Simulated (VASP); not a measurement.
# BeTe (F-43m) in VASP: notebook

BeTe is run at these levels: PBE, r2SCAN; tasks: single point.

All numbers are computed with VASP 6.6.1; they aren't measurements. Logs are shortened: lines on timing, memory, paths and dates and some standing lists are left out, and cuts for length are marked.

## (1) The cell of the first run

It takes space group F-43m (No. 216, cubic). Conventional cell: a = 5.657 Å, b = 5.657 Å, c = 5.657 Å, α = 90.00°, β = 90.00°, γ = 90.00°. Be (site symmetry -43m) has 4 Te at 2.45 Å within 3.2 Å. Within 3.2 Å of Te (site symmetry -43m) lie 4 Be at 2.45 Å.

## (2) Single point, PBE

INCAR

```
SYSTEM = BeTe
  PREC = Accurate
  ENCUT = 520
  EDIFF = 1E-7
  ISMEAR = 0
  SIGMA = 0.01
  LREAL = .False.
  LASPH = .True.
  NELM = 80
  ALGO = Normal
  ISIF = 2
  LWAVE = .False.
  LCHARG = .False.
  GGA = PE
  NBANDS = 11
```

KPOINTS

```
regular mesh
0
Gamma
  8 8 8
  0 0 0
```

POSCAR

```
BeTe
1.0
    0.0000000000      2.8286236224      2.8286236224
    2.8286236224      0.0000000000      2.8286236224
    2.8286236224      2.8286236224      0.0000000000
Be Te
1 1
Direct
    0.0000000000      0.0000000000      0.0000000000
    0.2500000000      0.2500000000      0.2500000000
```

Potentials or basis: VASP PAW PBE potentials, release 64 (Be, Te).

On the command line:

```bash
cat potpaw_PBE.64/Be/POTCAR potpaw_PBE.64/Te/POTCAR > POTCAR
mpirun -np 1 vasp_std > vasp.out
```

OUTCAR:

```text
SYSTEM = BeTe
   PREC = Accurate
   ENCUT = 520
   EDIFF = 1E-7
   ISMEAR = 0
   LREAL = .False.
   LASPH = .True.
   NELM = 80
   ISIF = 2
   GGA = PE

 ion  position               nearest neighbor table
   1  0.000  0.000  0.000-   2 2.45   2 2.45   2 2.45   2 2.45
   2  0.250  0.250  0.250-   1 2.45   1 2.45   1 2.45   1 2.45

  LATTYP: Found a face centered cubic cell.
 ALAT       =     5.6572472448

  Lattice vectors:

 A1 = (   0.0000000000,   2.8286236224,   2.8286236224)
 A2 = (   2.8286236224,   0.0000000000,   2.8286236224)
 A3 = (   2.8286236224,   2.8286236224,   0.0000000000)

Analysis of symmetry for initial positions (statically):
=====================================================================
 Subroutine PRICEL returns:
 Original cell was already a primitive cell.

 Routine SETGRP: Setting up the symmetry group for a
 face centered cubic supercell.

 Subroutine GETGRP returns: Found 24 space group operations
 (whereof 24 operations were pure point group operations)
 out of a pool of 48 trial point group operations.

The static configuration has the point symmetry T_d .

Analysis of symmetry for dynamics (positions and initial velocities):
=====================================================================
 Subroutine PRICEL returns:
 Original cell was already a primitive cell.

 Routine SETGRP: Setting up the symmetry group for a
 face centered cubic supercell.

 Subroutine GETGRP returns: Found 24 space group operations
 (whereof 24 operations were pure point group operations)
 out of a pool of 48 trial point group operations.

The dynamic configuration has the point symmetry T_d .

 Subroutine INISYM returns: Found 24 space group operations
 (whereof 24 operations are pure point group operations),
 and found     1 'primitive' translations

----------------------------------------------------------------------------------------

                                     Primitive cell

  volume of cell :      45.2643

  direct lattice vectors                    reciprocal lattice vectors
     0.000000000  2.828623622  2.828623622    -0.176764415  0.176764415  0.176764415
     2.828623622  0.000000000  2.828623622     0.176764415 -0.176764415  0.176764415
     2.828623622  2.828623622  0.000000000     0.176764415  0.176764415 -0.176764415

  length of vectors
     4.000277890  4.000277890  4.000277890     0.306164948  0.306164948  0.306164948

  position of ions in fractional coordinates (direct lattice)
     0.000000000  0.000000000  0.000000000
     0.250000000  0.250000000  0.250000000

  ion indices of the primitive-cell ions
   primitive index   ion index
                 1           1
                 2           2

----------------------------------------------------------------------------------------

 KPOINTS: regular mesh

Automatic generation of k-mesh.
 Grid dimensions read from file:
 generate k-points for:    8    8    8

 Generating k-lattice:

  Cartesian coordinates                     Fractional coordinates (reciprocal lattice)
    -0.022095552  0.022095552  0.022095552     0.125000000  0.000000000  0.000000000
     0.022095552 -0.022095552  0.022095552     0.000000000  0.125000000  0.000000000
     0.022095552  0.022095552 -0.022095552     0.000000000  0.000000000  0.125000000

  Length of vectors
     0.038270618  0.038270618  0.038270618

  Shift w.r.t. Gamma in fractional coordinates (k-lattice)
     0.000000000  0.000000000  0.000000000

 Subroutine IBZKPT returns following result:
 ===========================================

 Found     29 irreducible k-points:

 Following reciprocal coordinates:
            Coordinates               Weight
  0.000000  0.000000  0.000000      1.000000
  0.125000  0.000000  0.000000      8.000000
  0.250000  0.000000  0.000000      8.000000
  0.375000  0.000000  0.000000      8.000000
  0.500000  0.000000  0.000000      4.000000
  0.125000  0.125000  0.000000      6.000000
[... 16 lines left out ...]
  0.500000  0.250000  0.125000     48.000000
 -0.375000  0.250000  0.125000     24.000000
 [... further k-points ...]
   k-points           NKPTS =     29   k-points in BZ     NKDIM =     29   number of bands    NBANDS=     11
   number of dos      NEDOS =    301   number of ions     NIONS =      2
   total plane-waves  NPLWV =  27000
   dimension x,y,z NGX =    30 NGY =   30 NGZ =   30
   dimension x,y,z NGXF=    60 NGYF=   60 NGZF=   60
   ions per type =               1   1
   NGX,Y,Z   is equivalent  to a cutoff of  12.47, 12.47, 12.47 a.u.
   NGXF,Y,Z  is equivalent  to a cutoff of  24.94, 24.94, 24.94 a.u.
 SYSTEM =  BeTe
   PREC   = accura    normal or accurate (medium, high low for compatibility)
   ISTART =      0    job   : 0-new  1-cont  2-samecut
   ICHARG =      2    charge: 1-file 2-atom 10-const
   ISPIN  =      1    spin polarized calculation?
   LNONCOLLINEAR =      F non collinear calculations
   LSORBIT =      F    spin-orbit coupling
   LASPH  =      T    aspherical Exc in radial PAW
   ENCUT  =  520.0 eV  38.22 Ry    6.18 a.u.   7.44  7.44  7.44*2*pi/ulx,y,z
   NELM   =     80;   NELMIN=  2; NELMDL= -5     # of ELM steps
   EDIFF  = 0.1E-06   stopping-criterion for ELM
   LREAL  =      F    real-space projection
   EDIFFG = 0.1E-05   stopping-criterion for IOM
   NSW    =      0    number of steps for IOM
   IBRION =     -1    ionic relax: 0-MD 1-quasi-New 2-CG
   NFREE  =      0    steps in history (QN), initial steepest desc. (CG)
   ISIF   =      2    stress and relaxation
   ISYM   =      2    0-nonsym 1-usesym 2-fastsym
   POTIM  = 0.5000    time-step for ionic-motion
   TEBEG  =    0.0;   TEEND  =   0.0 temperature during run
   PSTRESS=    0.0 pullay stress
   NELECT =       8.0000    total number of electrons
   NUPDOWN=      -1.0000    fix difference up-down
   EMIN   =  10.00;   EMAX   =-10.00  energy-range for DOS
   EFERMI =   0.00;   METHOD = LEGACY
   ISMEAR =     0;   SIGMA  =   0.01  broadening in eV -4-tet -1-fermi 0-gaus
   EFERMI_NEDOS =   21; number of points for ismear=-14 and -15
   IALGO  =     38    algorithm
   IMIX   =      4    mixing-type and parameters
     AMIX     =   0.40;   BMIX     =  1.00
     AMIX_MAG =   1.60;   BMIX_MAG =  1.00
  volume/ion in A,a.u.               =      22.63       152.73
  Fermi-wavevector in a.u.,A,eV,Ry     =   0.918727  1.736142 11.484116  0.844059
  Thomas-Fermi vector in A             =   2.043841
   LORBIT       =      0    0 simple, 1 ext, 2 COOP (PROOUT), +10 PAW based schemes
   GGA     = PE    functional components
   LHFCALC =     F    Hartree Fock is set to
   AEXX    =    0.0000 exact exchange contribution
   IVDW    =     0    specifies the selected vdW correction
   LEPSILON=     F    determine dielectric tensor
   LRPA    =     F    only Hartree local field effects (RPA)
 non-spin polarized calculation
 Gauss-broadening in eV      SIGMA  =   0.01
  energy-cutoff  :      520.00
  volume of cell :       45.26
 maximum number of plane-waves:      1243
 NGX is ok and might be reduce to    30
   NGX = 15   NGY = 15   NGZ = 15

 number of electron       8.0000000 magnetization

 Free energy of the ion-electron system (eV)
  ---------------------------------------------------
  ext. energy  EPLUGINS =         0.00000000
  ---------------------------------------------------
  free energy    TOTEN  =        -7.62422787 eV

  energy without entropy =       -7.62422787  energy(sigma->0) =       -7.62422787

 E-fermi :   5.0655     XC(G=0):  -9.0030

 val. band max:        4.9469505396   @ k =   0.0000   0.0000   0.0000
 cond. band min:       6.9531894686   @ k =   0.5000   0.5000   0.0000
 fundamental gap:      2.0062389290
 Fermi energy:         5.0654804100

 k-point     1 :       0.0000    0.0000    0.0000
  band No.  band energies     occupation
      1      -7.2623      2.00000
      2       4.9470      2.00000
      3       4.9470      2.00000
      4       4.9470      2.00000
      5       8.5677      0.00000
      6       8.5677      0.00000
      7       8.5677      0.00000
      8       8.6706      0.00000
      9      13.2436      0.00000
     10      15.1636      0.00000
     11      15.1636      0.00000

 k-point     2 :       0.1250    0.0000    0.0000
  band No.  band energies     occupation
      1      -7.1176      2.00000
      2       3.6497      2.00000
      3       4.7175      2.00000
      4       4.7175      2.00000
      5       8.4620      0.00000
      6       8.9045      0.00000
      7       8.9045      0.00000
      8       9.9779      0.00000
      9      13.6692      0.00000
     10      14.2522      0.00000
     11      14.2522      0.00000

 k-point     3 :       0.2500    0.0000    0.0000
  band No.  band energies     occupation
      1      -6.7188      2.00000
      2       1.6737      2.00000
      3       4.2876      2.00000
      4       4.2876      2.00000
      5       8.2309      0.00000
      6       9.4293      0.00000
      7       9.4293      0.00000
      8      11.9088      0.00000
      9      13.9763      0.00000
     10      13.9763      0.00000
     11      13.9849      0.00000

 k-point     4 :       0.3750    0.0000    0.0000
  band No.  band energies     occupation
      1      -6.2135      2.00000
      2       0.1160      2.00000
      3       3.9559      2.00000
      4       3.9559      2.00000
      5       8.0512      0.00000
      6       9.5690      0.00000
      7       9.5690      0.00000
      8      12.7921      0.00000
      9      14.6491      0.00000
     10      15.0004      0.00000
     11      15.0004      0.00000
[... 239 lines left out ...]
 k-point    22 :       0.3750    0.2500    0.1250
  band No.  band energies     occupation
      1      -6.3896      2.00000
      2       1.4195      2.00000
      3       2.7411      2.00000
      4       3.7444      2.00000
      5       8.5460      0.00000
      6       9.7494      0.00000
      7      10.3469      0.00000
      8      11.1981      0.00000
      9      13.9545      0.00000
     10      15.4760      0.00000
     11      16.0140      0.00000

 k-point    23 :       0.5000    0.2500    0.1250
  band No.  band energies     occupation
      1      -5.9417      2.00000
      2       0.3875      2.00000
      3       2.2092      2.00000
      4       3.2986      2.00000
      5       8.9799      0.00000
      6       9.6201      0.00000
      7      10.8417      0.00000
      8      11.8305      0.00000
      9      14.7578      0.00000
     10      15.2206      0.00000
     11      17.1391      0.00000

 k-point    24 :      -0.3750    0.2500    0.1250
  band No.  band energies     occupation
      1      -5.7170      2.00000
      2      -0.0951      2.00000
      3       2.0991      2.00000
      4       3.0807      2.00000
      5       9.1323      0.00000
      6       9.3381      0.00000
      7      11.5717      0.00000
      8      12.6547      0.00000
      9      13.4281      0.00000
     10      16.4757      0.00000
     11      16.8144      0.00000

 [... further k-points ...]
[... 5 lines left out ...]
  --------------------------------------------------------------------------------------
  -------------------------------------------------------------------------------------
  Total        0.0953810      0.0953810      0.0953810      0.0000000      0.0000000      0.0000000
  in kB        3.3761121      3.3761121      3.3761121      0.0000000      0.0000000      0.0000000
  external PRESSURE =       3.3761121 kB  Pullay stress =       0.0000000 kB

 VOLUME and BASIS-vectors are now :
 -----------------------------------------------------------------------------
  energy-cutoff  :      520.00
  volume of cell :       45.26
      direct lattice vectors                 reciprocal lattice vectors
     0.000000000  2.828623622  2.828623622    -0.176764415  0.176764415  0.176764415
     2.828623622  0.000000000  2.828623622     0.176764415 -0.176764415  0.176764415
     2.828623622  2.828623622  0.000000000     0.176764415  0.176764415 -0.176764415

 POSITION                                       TOTAL-FORCE (eV/Angst)
 -----------------------------------------------------------------------------------
      0.00000      0.00000      0.00000         0.000000      0.000000      0.000000
      1.41431      1.41431      1.41431        -0.000000     -0.000000     -0.000000
 -----------------------------------------------------------------------------------
    total drift:                                0.000000      0.000000      0.000000

  FREE ENERGIE OF THE ION-ELECTRON SYSTEM (eV)
  ---------------------------------------------------
  free  energy   TOTEN  =        -7.6242278681 eV

  energy  without entropy=       -7.6242278681  energy(sigma->0) =       -7.62422787
```

Wall time 22 s (1 thread of Intel Xeon 8259CL, shared host); peak memory 0.17 GiB.

Results:

| Property | Result |
| --- | --- |
| Free energy | -7.6242 eV |
| Pressure | 0.3 GPa |
| Band gap on the k mesh | 2.01 eV, indirect (least direct gap 3.62 eV) |

Caveat: spin-orbit coupling is left out, which moves the levels of the heavy elements. A k mesh can miss the band edges.

## (3) Single point, r2SCAN

POSCAR is that of step 2.

INCAR.step1

```
SYSTEM = BeTe
PREC = Accurate
ENCUT = 520
ISMEAR = 0
SIGMA = 0.01
LREAL = .FALSE.
LASPH = .TRUE.
NELM = 100
NBANDS = 11
GGA = PE
ALGO = Normal
EDIFF = 1E-4
LWAVE = .TRUE.
LCHARG = .FALSE.
```

INCAR.step2

```
SYSTEM = BeTe
PREC = Accurate
ENCUT = 520
EDIFF = 1E-6
ISMEAR = 0
SIGMA = 0.01
LREAL = .FALSE.
LASPH = .TRUE.
NELM = 100
ALGO = Normal
ISIF = 2
LWAVE = .FALSE.
LCHARG = .FALSE.
METAGGA = R2SCAN
LMIXTAU = .TRUE.
NBANDS = 11
ISTART = 1
```

KPOINTS

```
regular mesh
0
G
  8 8 8
  0 0 0
```

Potentials or basis: VASP PAW PBE potentials, release 64 (Be, Te).

On the command line:

```bash
cat potpaw_PBE.64/Be/POTCAR potpaw_PBE.64/Te/POTCAR > POTCAR
cp INCAR.step1 INCAR
mpirun -np 1 vasp_std > vasp.out
cp INCAR.step2 INCAR
mpirun -np 1 vasp_std > vasp.out
```

Run time: 1.7 min. Hardware: 1 thread of Intel Xeon 8259CL, shared host; peak memory 0.18 GiB.

The run converged. Its results:

| Property | Result |
| --- | --- |
| Free energy | -30.6849 eV |
| Pressure | 0.2 GPa |
| Band gap on the k mesh | 2.37 eV, indirect (least direct gap 4.03 eV) |

Levels at points of the mesh, in eV from the valence-band top:
```csv
k point,band 1,band 2,band 3,band 4,band 5,band 6,band 7,band 8,band 9
"(0.00, 0.00, 0.00)",-12.70,0.00,0.00,0.00,4.03,4.03,4.03,4.41,9.02
"(0.50, 0.00, 0.00)",-11.29,-5.68,-1.15,-1.15,3.52,5.02,5.02,8.47,11.71
"(0.50, 0.50, 0.00)",-10.77,-5.27,-2.69,-2.69,2.37,3.01,10.48,10.48,12.44
```

Caveat: the PAW data sets were made with another functional, which shifts forces and pressure a little; spin-orbit coupling is left out, which moves the levels of the heavy elements.
